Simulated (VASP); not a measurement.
A run of VASP 6.6.1:

Contents of INCAR:

```
PREC = Accurate
ENCUT = 520
EDIFF = 1E-6
ISMEAR = -1
SIGMA = 0.1
LREAL = Auto
LASPH = T
NELM = 80
ALGO = Normal
ISIF = 2
LWAVE = F
LCHARG = T
GGA = PE
IVDW = 12
LELF = T
LVHAR = T
NBANDS = 73
```

File KPOINTS:

```
Automatic mesh
0
Gamma
  3 3 3
```

File POSCAR:

```
Al32O
1.0
    8.1000000000      0.0000000000      0.0000000000
    0.0000000000      8.1000000000      0.0000000000
    0.0000000000      0.0000000000      8.1000000000
Al O
32 1
Direct
    0.5027520988      0.0012916049     -0.0020060494
    0.7480955556      0.2524483951     -0.0178767901
    0.7505346914      0.0057616049      0.2457053086
    0.0009461728      0.0074023457      0.0006582716
    0.2574129630      0.2550506173     -0.0088361728
    0.5043418519      0.5057172840     -0.0004125926
    0.7537513580      0.7542490123      0.0017601235
    0.2551829630     -0.0063520988      0.2505395062
    0.4866341975      0.2524351852      0.2432567901
    0.7499837037      0.4968222222      0.2451553086
    0.5053437037      0.0073670370      0.4962528395
    0.7473465432      0.2486613580      0.5333911111
    0.7553133333     -0.0062702469      0.7504917284
    0.0012324691      0.5009908642     -0.0028775309
    0.2524580247      0.7546625926     -0.0005387654
    0.0381900000      0.2486567901      0.2425498765
    0.2526382716      0.5125180247      0.2503853086
    0.5064879012      0.7542598765      0.2489793827
    0.0096024691     -0.0102030864      0.5048620988
    0.2528639506      0.2544306173      0.5042764198
    0.5017428395      0.5010519753      0.4965551852
    0.7532958025      0.7512151852      0.4959166667
    0.2564306173      0.0017167901      0.7517297531
    0.4959907407      0.2550414815      0.7527151852
    0.7551567901      0.5124641975      0.7479891358
    0.0006208642      0.7511964198      0.2485253086
    0.0156790123      0.5196865432      0.5109328395
    0.2625732099      0.7562380247      0.5012788889
    0.0089588889      0.2544201235      0.7482317284
    0.2584808642      0.5077253086      0.7537816049
    0.5042148148      0.7546658025      0.7477622222
    0.0059843210      0.7562409877      0.7578806173
   -0.1577551852      0.3029004938      0.3373902469
```

Potentials or basis: VASP PAW PBE potentials, release 64 (Al, O).

Command:

```sh
$ cat potpaw_PBE.64/Al/POTCAR potpaw_PBE.64/O/POTCAR > POTCAR
$ mpirun -np 1 vasp_std > vasp.out
```

Hardware: 1 thread of Intel(R) Xeon(R) Platinum 8375C CPU @ 2.90GHz (Ice Lake), with other jobs on the host.

Task: How long does it take, and how much memory?

Result: It took 15 min on 1 thread of Intel(R) Xeon(R) Platinum 8375C CPU @ 2.90GHz (Ice Lake), with other jobs on the host, peak memory 0.65 GiB. Counts: scf iterations 23, k points 14.
